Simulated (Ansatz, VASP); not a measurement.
# One calculation of MgS, two programs

```
CELL_PARAMETERS angstrom
2.54723 -2.62112 0.61173
2.54723 2.62112 0.61173
-1.20973 0.00000 5.07282
ATOMIC_POSITIONS crystal
Mg 0.84046 0.65956 0.74999
Mg 0.34044 0.15954 0.25001
S 0.34047 0.15955 0.74999
S 0.84045 0.65953 0.25001
```

Alike in both runs: functional PBE; k mesh 4 × 4 × 4; occupations gaussian, width 0.1 eV; no spin polarisation.

Ansatz relaxed the structure, and its values are those at the end. VASP's run is a single point on that final structure, the one shown.

```csv
,VASP,Ansatz
version,VASP 6.6.1,Ansatz 0.2.0
potentials or method,"VASP PAW PBE potentials, release 64 (Mg, S), cutoff 520 eV","scalar-relativistic, plane waves, PAW"
valence electrons in the cell,16,32
```

Ansatz gave:

* gap on the k mesh at the Fermi level (eV): 2.72
* least direct gap on the mesh (eV): 2.72
* pressure (GPa): 0.0

**Question.** Which values does VASP return?

**Answer.** gap on the k mesh at the Fermi level (eV): 2.71; least direct gap on the mesh (eV): 2.71; pressure (GPa): -0.3.

VASP's potentials hold 16 valence electrons a cell and Ansatz's 32, so a difference there can come from the potentials and not from the codes.

The k mesh is coarse, so the values compare programs but aren't converged.
